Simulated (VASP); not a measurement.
Crystal: Re.

```xyz
2
Lattice="0.0000 2.4228 2.4228 2.4228 0.0000 2.4228 2.4228 2.4228 0.0000" Properties=species:S:1:pos:R:3 pbc="T T T"
Re   -0.6057   -0.6057   -0.6057
Re    0.6057    0.6057    0.6057
```

This cell differs from its parent crystal: volume scaled by 0.65.

Base run:

* Program: VASP 6.6.1
* Functional: PBEsol
* Potentials or basis: VASP PAW PBE potentials, release 64 (Re_sv_GW)
* Cutoff: 500 eV
* k mesh: 12 × 12 × 12
* Occupations: fermi-dirac, width 0.05 eV
* Spin: no spin polarisation

Its results: band gap on the k mesh zero (band 15 reaches 14.59 eV, above the bottom of band 16 at 12.39 eV); pressure 199.5 GPa.

Question: The run is repeated on the same cell with these changes: potentials or basis from VASP PAW PBE potentials, release 64 (Re_sv_GW) to VASP PAW PBE potentials, release 64 (Re); cutoff from 500 eV to 520 eV; further incar settings from ALGO = Normal; EDIFF = 1e-06; NBANDS = 22 to ALGO = Normal; EDIFF = 1e-07; NBANDS = 14; valence electrons from 30 to 14. What comes out?

Answer: Band gap on the k mesh zero (band 7 reaches 9.28 eV, above the bottom of band 8 at 7.24 eV); pressure 178.7 GPa.

Caveats: the PAW data sets were made with another functional, which shifts forces and pressure a little; spin-orbit coupling is left out, which moves the levels of the heavy elements.
